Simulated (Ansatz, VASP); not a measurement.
**Two plane-wave programs on Be3Se2O**

```
CELL_PARAMETERS angstrom
5.07845 -2.87251 0.00000
5.07845 2.87251 0.00000
0.00000 0.00000 5.43349
ATOMIC_POSITIONS crystal
Be 0.83862 0.42925 0.41394
Be 0.57075 0.16138 0.41394
Be 0.10906 0.89094 0.32812
Be 0.42925 0.83862 0.91394
Be 0.16138 0.57075 0.91394
Be 0.89094 0.10906 0.82812
Se 0.83460 0.48410 0.00693
Se 0.48410 0.83460 0.50693
Se 0.16540 0.51590 0.50693
Se 0.51590 0.16540 0.00693
O 0.85379 0.14621 0.49935
O 0.14621 0.85379 0.99935
```

Alike in both runs: task relaxation of cell and atoms; functional PBE; k mesh 6 × 6 × 4; occupations gaussian, width 0.02 eV; no spin polarisation.

|  | VASP | Ansatz |
| --- | --- | --- |
| version | VASP 6.6.1 | Ansatz 0.2.0 |
| potentials or method | VASP PAW PBE potentials, release 64 (Be, Se, O), cutoff 600 eV | scalar-relativistic, plane waves, PAW |
| valence electrons in the cell | 48 | 88 |

Ansatz gave:

```
gap on the k mesh at the Fermi level, each at its own relaxed structure (eV)  : 3.04
relaxed volume (Å³/atom)                                                      : 13.21
relaxed length of the cell vector where the two differ most in proportion (Å) : 5.829
```

Task: Which values does VASP return?

Result: gap on the k mesh at the Fermi level, each at its own relaxed structure (eV): 3.03; relaxed volume (Å³/atom): 13.23; relaxed length of the cell vector where the two differ most in proportion (Å): 5.833.

VASP's potentials hold 48 valence electrons a cell and Ansatz's 88, so a difference there can come from the potentials and not from the codes.
